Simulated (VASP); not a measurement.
The system is Hg.

```
CELL_PARAMETERS angstrom
2.10712 1.21655 1.91922
-2.10712 1.21655 1.91922
0.00000 -2.43309 1.91922
ATOMIC_POSITIONS crystal
Hg 0.00000 0.00000 0.00000
```

```yaml
Program: VASP 6.6.1
Task: relaxation of cell and atoms
Functional: PBEsol
Potentials_or_basis: VASP PAW PBE potentials, release 64 (Hg)
Cutoff: 600 eV
k_mesh: 12 × 12 × 12
Occupations: gaussian, width 0.1 eV
Spin: no spin polarisation
```

At the start: pressure -3.1 GPa; volume 29.52 Å³/atom.

Problem. Where does the relaxation end?

Solution. Over 5 steps the energy falls by 42.6 meV/atom and the volume is 25.78 Å³/atom (-12.7 %); space group R-3m (No. 166, to 0.1 Å) before and after.

Step by step:
```csv
step,energy change (eV),largest force (eV/Å),pressure (GPa),volume (Å³)
1,0.0000,0.0000,-3.08,29.52
2,-0.0351,0.0000,-1.59,27.16
3,-0.0425,0.0000,0.27,25.64
4,-0.0426,0.0000,-0.08,25.85
5,-0.0426,0.0000,0.03,25.78
```

Final structure:
```
CELL_PARAMETERS angstrom
2.01625 1.16408 1.83071
-2.01625 1.16408 1.83071
0.00000 -2.32816 1.83071
ATOMIC_POSITIONS crystal
Hg 0.00000 0.00000 0.00000
```

Caveat: the PAW data sets were made with another functional, which shifts forces and pressure a little.
